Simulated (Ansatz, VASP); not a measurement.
**Tl: VASP beside Ansatz**

The input INCAR:

```
  ALGO = Normal
  EDIFF = 1E-6
  ENCUT = 520
  GGA = PE
  ISIF = 2
  ISMEAR = -1
  LASPH = True
  LCHARG = False
  LREAL = False
  LWAVE = False
  NBANDS = 20
  NELM = 60
  PREC = Accurate
  SIGMA = 0.05
```

File KPOINTS:

```
k-points
0
Gamma
  10 10 10
```

Contents of POSCAR:

```
Tl
1.0
    0.0000000000      3.1610681220      3.1610681220
    3.1610681220      0.0000000000      3.1610681220
    3.1610681220      3.1610681220      0.0000000000
Tl
2
Direct
   -0.1250000000     -0.1250000000     -0.1250000000
    0.1250000000      0.1250000000      0.1250000000
```

Input for Ansatz:

```yaml
crystal:
  lattice:
    - [0.0, 3.161068122, 3.161068122]
    - [3.161068122, 0.0, 3.161068122]
    - [3.161068122, 3.161068122, 0.0]
  atoms:
    - { symbol: Tl, position: [-0.125, -0.125, -0.125] }
    - { symbol: Tl, position: [0.125, 0.125, 0.125] }
kpoints:
  mp_grid: { grid: [10, 10, 10] }
scf:
  occupations: { method: fermi_dirac, width: 0.05 }
hamiltonian:
  xc: pbe
  pseudopotentials: { kind: all_electron, lapw: { basis_error: 0.001 } }
output:
  forces: true
  stress: true
  eigenvalues: true
  populations: true
```

Change from the starting cell: volume scaled by 0.7, LAPW.

Alike in both runs: task single point; functional PBE; k mesh 10 × 10 × 10; occupations fermi-dirac, width 0.05 eV; no spin polarisation.

|  | VASP | Ansatz |
| --- | --- | --- |
| version | VASP 6.6.1 | Ansatz 0.2.0 |
| potentials or method | VASP PAW PBE potentials, release 64 (Tl_d), cutoff 520 eV | all-electron LAPW, scalar-relativistic |

```csv
,VASP,Ansatz,Ansatz less VASP
pressure (GPa),12.4,12.5,+0.05
```

Ansatz ran all-electron here, and VASP with PAW potentials.

Neither program's run includes spin-orbit coupling.
